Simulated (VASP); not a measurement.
# C (C2/m) in VASP: a series of runs

The runs below take C through single point, with PBE.

All numbers are computed with VASP 6.6.1; they aren't measurements. Logs are shortened: lines on timing, memory, paths and dates and some standing lists are left out, and cuts for length are marked.

### 1 The cell of the first run

The structure is monoclinic, space group C2/m (No. 12). Conventional cell: a = 4.272 Å, b = 2.467 Å, c = 8.707 Å, α = 90.00°, β = 90.00°, γ = 90.00°. Within 1.9 Å of C (site symmetry m) lie 3 C at 1.42 Å. C (site symmetry m) has 3 C at 1.42 Å within 1.9 Å.

### 2 Single point, PBE

File INCAR:

```
SYSTEM = C
  PREC = Accurate
  ENCUT = 520
  EDIFF = 1E-6
  ISMEAR = 0
  SIGMA = 0.15
  LREAL = .False.
  LASPH = .True.
  NELM = 80
  ALGO = Normal
  ISIF = 2
  LWAVE = .False.
  LCHARG = .False.
  GGA = PE
  NBANDS = 16
```

File KPOINTS:

```
Automatic mesh
0
Gamma
  18 18 6
  0 0 0
```

File POSCAR:

```
C
1.0
    1.2332770792     -2.1360444277      0.0000000000
    1.2332770792      2.1360444277      0.0000000000
    0.0000000000      0.0000000000      8.7070252276
C
4
Direct
    0.1233134674      0.8766865326      0.7797299490
    0.5433525837      0.4566474163      0.2202698383
    0.8766865326      0.1233134674      0.2202700510
    0.4566474163      0.5433525837      0.7797301617
```

Potentials or basis: VASP PAW PBE potentials, release 64 (C).

Launch:

```sh
cat potpaw_PBE.64/C/POTCAR > POTCAR
mpirun -np 1 vasp_std > vasp.out
```

OUTCAR:

```text
SYSTEM = C
   PREC = Accurate
   ENCUT = 520
   EDIFF = 1E-6
   ISMEAR = 0
   LREAL = .False.
   LASPH = .True.
   NELM = 80
   ISIF = 2
   GGA = PE

 ion  position               nearest neighbor table
   1  0.123  0.877  0.780-   4 1.42   4 1.42   4 1.42
   2  0.543  0.457  0.220-   3 1.42   3 1.42   3 1.42
   3  0.877  0.123  0.220-   2 1.42   2 1.42   2 1.42
   4  0.457  0.543  0.780-   1 1.42   1 1.42   1 1.42

  LATTYP: Found a base centered orthorhombic cell.
 ALAT       =     2.4665541584
 B/A-ratio  =     1.7320069137
 C/A-ratio  =     3.5300361024

  Lattice vectors:

 A1 = (   1.2332770792,  -2.1360444277,   0.0000000000)
 A2 = (   1.2332770792,   2.1360444277,   0.0000000000)
 A3 = (   0.0000000000,   0.0000000000,   8.7070252276)

Analysis of symmetry for initial positions (statically):
=====================================================================
 Subroutine PRICEL returns:
 Original cell was already a primitive cell.

 Routine SETGRP: Setting up the symmetry group for a
 base centered orthorhombic supercell.

 Subroutine GETGRP returns: Found  4 space group operations
 (whereof  4 operations were pure point group operations)
 out of a pool of  8 trial point group operations.

The static configuration has the point symmetry C_2h.

Analysis of symmetry for dynamics (positions and initial velocities):
=====================================================================
 Subroutine PRICEL returns:
 Original cell was already a primitive cell.

 Routine SETGRP: Setting up the symmetry group for a
 base centered orthorhombic supercell.

 Subroutine GETGRP returns: Found  4 space group operations
 (whereof  4 operations were pure point group operations)
 out of a pool of  8 trial point group operations.

The dynamic configuration has the point symmetry C_2h.

 Subroutine INISYM returns: Found  4 space group operations
 (whereof  4 operations are pure point group operations),
 and found     1 'primitive' translations

----------------------------------------------------------------------------------------

                                     Primitive cell

  volume of cell :      45.8744

  direct lattice vectors                    reciprocal lattice vectors
     1.233277079 -2.136044428  0.000000000     0.405423897 -0.234077528  0.000000000
     1.233277079  2.136044428  0.000000000     0.405423897  0.234077528  0.000000000
     0.000000000  0.000000000  8.707025228     0.000000000  0.000000000  0.114849788

  length of vectors
     2.466507278  2.466507278  8.707025228     0.468146159  0.468146159  0.114849788

  position of ions in fractional coordinates (direct lattice)
     0.123313467  0.876686533  0.779729949
     0.543352584  0.456647416  0.220269838
     0.876686533  0.123313467  0.220270051
     0.456647416  0.543352584  0.779730162

  ion indices of the primitive-cell ions
   primitive index   ion index
                 1           1
                 2           2
                 3           3
                 4           4

----------------------------------------------------------------------------------------

 KPOINTS: Automatic mesh

Automatic generation of k-mesh.
 Grid dimensions read from file:
 generate k-points for:   18   18    6

 Generating k-lattice:

  Cartesian coordinates                     Fractional coordinates (reciprocal lattice)
     0.022523550 -0.013004307  0.000000000     0.055555556  0.000000000  0.000000000
     0.022523550  0.013004307  0.000000000     0.000000000  0.055555556  0.000000000
     0.000000000  0.000000000  0.019141631     0.000000000  0.000000000  0.166666667

  Length of vectors
     0.026008120  0.026008120  0.019141631

  Shift w.r.t. Gamma in fractional coordinates (k-lattice)
     0.000000000  0.000000000  0.000000000

 Subroutine IBZKPT returns following result:
 ===========================================

 Found    524 irreducible k-points:

 Following reciprocal coordinates:
            Coordinates               Weight
  0.000000  0.000000  0.000000      1.000000
  0.055556  0.000000  0.000000      4.000000
  0.111111  0.000000  0.000000      4.000000
  0.166667  0.000000  0.000000      4.000000
  0.222222  0.000000  0.000000      4.000000
  0.277778  0.000000  0.000000      4.000000
[... 16 lines left out ...]
 -0.277778  0.055556  0.000000      4.000000
 -0.222222  0.055556  0.000000      4.000000
 [... further k-points ...]
   k-points           NKPTS =    524   k-points in BZ     NKDIM =    524   number of bands    NBANDS=     16
   number of dos      NEDOS =    301   number of ions     NIONS =      4
   total plane-waves  NPLWV =  22680
   dimension x,y,z NGX =    18 NGY =   18 NGZ =   70
   dimension x,y,z NGXF=    36 NGYF=   36 NGZF=  140
   ions per type =               4
   NGX,Y,Z   is equivalent  to a cutoff of  12.13, 12.13, 13.37 a.u.
   NGXF,Y,Z  is equivalent  to a cutoff of  24.26, 24.26, 26.73 a.u.
 SYSTEM =  C
   PREC   = accura    normal or accurate (medium, high low for compatibility)
   ISTART =      0    job   : 0-new  1-cont  2-samecut
   ICHARG =      2    charge: 1-file 2-atom 10-const
   ISPIN  =      1    spin polarized calculation?
   LNONCOLLINEAR =      F non collinear calculations
   LSORBIT =      F    spin-orbit coupling
   LASPH  =      T    aspherical Exc in radial PAW
   ENCUT  =  520.0 eV  38.22 Ry    6.18 a.u.   4.59  4.59 16.19*2*pi/ulx,y,z
   NELM   =     80;   NELMIN=  2; NELMDL= -5     # of ELM steps
   EDIFF  = 0.1E-05   stopping-criterion for ELM
   LREAL  =      F    real-space projection
   EDIFFG = 0.1E-04   stopping-criterion for IOM
   NSW    =      0    number of steps for IOM
   IBRION =     -1    ionic relax: 0-MD 1-quasi-New 2-CG
   NFREE  =      0    steps in history (QN), initial steepest desc. (CG)
   ISIF   =      2    stress and relaxation
   ISYM   =      2    0-nonsym 1-usesym 2-fastsym
   POTIM  = 0.5000    time-step for ionic-motion
   TEBEG  =    0.0;   TEEND  =   0.0 temperature during run
   PSTRESS=    0.0 pullay stress
   NELECT =      16.0000    total number of electrons
   NUPDOWN=      -1.0000    fix difference up-down
   EMIN   =  10.00;   EMAX   =-10.00  energy-range for DOS
   EFERMI =   0.00;   METHOD = LEGACY
   ISMEAR =     0;   SIGMA  =   0.15  broadening in eV -4-tet -1-fermi 0-gaus
   EFERMI_NEDOS =   21; number of points for ismear=-14 and -15
   IALGO  =     38    algorithm
   IMIX   =      4    mixing-type and parameters
     AMIX     =   0.40;   BMIX     =  1.00
     AMIX_MAG =   1.60;   BMIX_MAG =  1.00
  volume/ion in A,a.u.               =      11.47        77.39
  Fermi-wavevector in a.u.,A,eV,Ry     =   1.152368  2.177660 18.067889  1.327952
  Thomas-Fermi vector in A             =   2.289020
   LORBIT       =      0    0 simple, 1 ext, 2 COOP (PROOUT), +10 PAW based schemes
   GGA     = PE    functional components
   LHFCALC =     F    Hartree Fock is set to
   AEXX    =    0.0000 exact exchange contribution
   IVDW    =     0    specifies the selected vdW correction
   LEPSILON=     F    determine dielectric tensor
   LRPA    =     F    only Hartree local field effects (RPA)
 non-spin polarized calculation
 Gauss-broadening in eV      SIGMA  =   0.15
  energy-cutoff  :      520.00
  volume of cell :       45.87
 maximum number of plane-waves:      1260
   NGX =  9   NGY =  9   NGZ = 33

 number of electron      16.0000002 magnetization

 Free energy of the ion-electron system (eV)
  ---------------------------------------------------
  ext. energy  EPLUGINS =         0.00000000
  ---------------------------------------------------
  free energy    TOTEN  =       -36.90088428 eV

  energy without entropy =      -36.89948005  energy(sigma->0) =      -36.90018217

 E-fermi :   2.6441     XC(G=0):  -8.5779

 val. band max:        2.6131270792   @ k =   0.3333   0.3333   0.5000
 cond. band min:       2.6742629399   @ k =   0.3333   0.3333   0.5000
 fundamental gap:      0.0611358607
 Fermi energy:         2.6440863617

 k-point     1 :       0.0000    0.0000    0.0000
  band No.  band energies     occupation
      1     -16.8954      2.00000
      2     -16.8421      2.00000
      3      -5.2409      2.00000
      4      -4.6789      2.00000
      5      -0.3991      2.00000
      6      -0.3973      2.00000
[... 8 lines left out ...]
     15      11.9451      0.00000
     16      14.0498      0.00000

 k-point     2 :       0.0556    0.0000    0.0000
  band No.  band energies     occupation
      1     -16.8224      2.00000
      2     -16.7694      2.00000
      3      -5.1529      2.00000
      4      -4.5929      2.00000
      5      -0.6967      2.00000
      6      -0.6930      2.00000
[... 8 lines left out ...]
     15      12.0473      0.00000
     16      13.7918      0.00000

 k-point     3 :       0.1111    0.0000    0.0000
  band No.  band energies     occupation
      1     -16.6036      2.00000
      2     -16.5514      2.00000
      3      -4.8898      2.00000
      4      -4.3360      2.00000
      5      -1.5152      2.00000
      6      -1.5092      2.00000
[... 8 lines left out ...]
     15      12.3337      0.00000
     16      13.0598      0.00000

 k-point     4 :       0.1667    0.0000    0.0000
  band No.  band energies     occupation
      1     -16.2400      2.00000
      2     -16.1892      2.00000
      3      -4.4546      2.00000
      4      -3.9116      2.00000
      5      -2.6904      2.00000
      6      -2.6812      2.00000
[... 8 lines left out ...]
     15      12.7817      0.00000
     16      13.4838      0.00000

 k-point     5 :       0.2222    0.0000    0.0000
  band No.  band energies     occupation
      1     -15.7337      2.00000
      2     -15.6849      2.00000
      3      -4.0657      2.00000
      4      -4.0528      2.00000
      5      -3.8532      2.00000
      6      -3.3266      2.00000
[... 8 lines left out ...]
     15      13.3740      0.00000
     16      15.1272      0.00000

 k-point     6 :       0.2778    0.0000    0.0000
  band No.  band energies     occupation
      1     -15.0876      2.00000
      2     -15.0413      2.00000
      3      -5.5268      2.00000
      4      -5.5099      2.00000
      5      -3.0964      2.00000
      6      -2.6751      2.00000
[... 8 lines left out ...]
     15      14.1180      0.00000
     16      16.9641      0.00000
[... 267 lines left out ...]
 k-point    21 :      -0.3889    0.0556    0.0000
  band No.  band energies     occupation
      1     -13.8170      2.00000
      2     -13.7754      2.00000
      3      -7.6857      2.00000
      4      -7.6635      2.00000
      5      -3.5675      2.00000
      6      -3.5612      2.00000
[... 8 lines left out ...]
     15      15.4977      0.00000
     16      17.1734      0.00000

 k-point    22 :      -0.3333    0.0556    0.0000
  band No.  band energies     occupation
      1     -14.6607      2.00000
      2     -14.6159      2.00000
      3      -6.2472      2.00000
      4      -6.2290      2.00000
      5      -3.1528      2.00000
      6      -3.1469      2.00000
[... 8 lines left out ...]
     15      14.5886      0.00000
     16      16.9342      0.00000

 k-point    23 :      -0.2778    0.0556    0.0000
  band No.  band energies     occupation
      1     -15.3741      2.00000
      2     -15.3267      2.00000
      3      -4.7969      2.00000
      4      -4.7830      2.00000
      5      -3.4296      2.00000
      6      -2.9151      2.00000
[... 8 lines left out ...]
     15      13.7832      0.00000
     16      15.5151      0.00000

 k-point    24 :      -0.2222    0.0556    0.0000
  band No.  band energies     occupation
      1     -15.9503      2.00000
      2     -15.9007      2.00000
      3      -4.1096      2.00000
      4      -3.5755      2.00000
      5      -3.4047      2.00000
      6      -3.3952      2.00000
[... 8 lines left out ...]
     15      13.1199      0.00000
     16      13.9796      0.00000

 [... further k-points ...]

------------------------ aborting loop because EDIFF is reached ----------------------------------------

  FORCE on cell =-STRESS in cart. coord.  units (eV):
  Direction    XX          YY          ZZ          XY          YZ          ZX
  --------------------------------------------------------------------------------------
  -------------------------------------------------------------------------------------
  Total        0.1505889      0.1454605      0.0414086      0.0000000      0.0036492      0.0000000
  in kB        5.2593583      5.0802464      1.4462054      0.0000000      0.1274485      0.0000000
  external PRESSURE =       3.9286033 kB  Pullay stress =       0.0000000 kB

 VOLUME and BASIS-vectors are now :
 -----------------------------------------------------------------------------
  energy-cutoff  :      520.00
  volume of cell :       45.87
      direct lattice vectors                 reciprocal lattice vectors
     1.233277079 -2.136044428  0.000000000     0.405423897 -0.234077528  0.000000000
     1.233277079  2.136044428  0.000000000     0.405423897  0.234077528  0.000000000
     0.000000000  0.000000000  8.707025228     0.000000000  0.000000000  0.114849788

 POSITION                                       TOTAL-FORCE (eV/Angst)
 -----------------------------------------------------------------------------------
      1.23328      1.60924      6.78913         0.000000     -0.000261     -0.012283
      1.23328     -0.18521      1.91790         0.000000      0.000633      0.009142
      1.23328     -1.60924      1.91790         0.000000      0.000261      0.012283
      1.23328      0.18521      6.78913         0.000000     -0.000633     -0.009142
 -----------------------------------------------------------------------------------
    total drift:                               -0.000000     -0.000000     -0.000000

  FREE ENERGIE OF THE ION-ELECTRON SYSTEM (eV)
  ---------------------------------------------------
  free  energy   TOTEN  =       -36.9008842829 eV

  energy  without entropy=      -36.8994800526  energy(sigma->0) =      -36.90018217
```

It took 6.5 min on 1 thread of Oxide Virtual Turin-like, shared host; peak memory 0.33 GiB.

Results:

```
Free energy   : -36.9009 eV
Pressure      : 0.4 GPa
Largest force : 0.012 eV/Å
```

Forces in eV/Å, atoms in the order of the input:
```
C    0.000  0.000 -0.012
C    0.000  0.001  0.009
C    0.000  0.000  0.012
C    0.000 -0.001 -0.009
```

Caveat: this functional lacks dispersion, which binds layers or chains, so the pressure and a relaxed spacing across them are unreliable.

(Continued in part 2 of 2.)
